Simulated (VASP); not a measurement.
Input of a VASP 6.6.1 run:

Contents of INCAR:

```
PREC = Accurate
ENCUT = 520
EDIFF = 1E-7
ISMEAR = 0
SIGMA = 0.05
LREAL = F
LASPH = T
NELM = 100
ALGO = Normal
ISIF = 2
LWAVE = F
LCHARG = T
GGA = PS
LELF = T
LVHAR = T
NBANDS = 22
```

File KPOINTS:

```
regular mesh
0
Gamma
  4 4 2
```

Contents of POSCAR:

```
F
1.0
    3.1004838602     -1.7819543364     -0.2391360627
    3.1004838602      1.7819543364     -0.2391360627
   -2.3313270155      0.0000000000      7.1362390124
F
4
Direct
    0.0848459664      0.0848459664      0.0900077731
    0.9151540336      0.9151540336      0.9099922269
    0.5015719855      0.5015719855      0.5937195244
    0.4984280145      0.4984280145      0.4062804756
```

Potentials or basis: VASP PAW PBE potentials, release 64 (F).

The run is started by

```console
$ cat potpaw_PBE.64/F/POTCAR > POTCAR
$ mpirun -np 1 vasp_std > vasp.out
```

Predict the pressure.

2.1 GPa.

What does it give for the largest force?

2.291 eV/Å.

Estimate the band gap on the k mesh.

3.10 eV, indirect (least direct gap 3.16 eV).

Stress tensor (GPa, compression positive):
```
 1.04  0.00  2.35
 0.00 -0.52  0.00
 2.35  0.00  5.81
```

Caveat: the k points lie up to 0.52 Å⁻¹ apart; the PAW data sets were made with another functional, which shifts forces and pressure a little. A k mesh can miss the band edges.
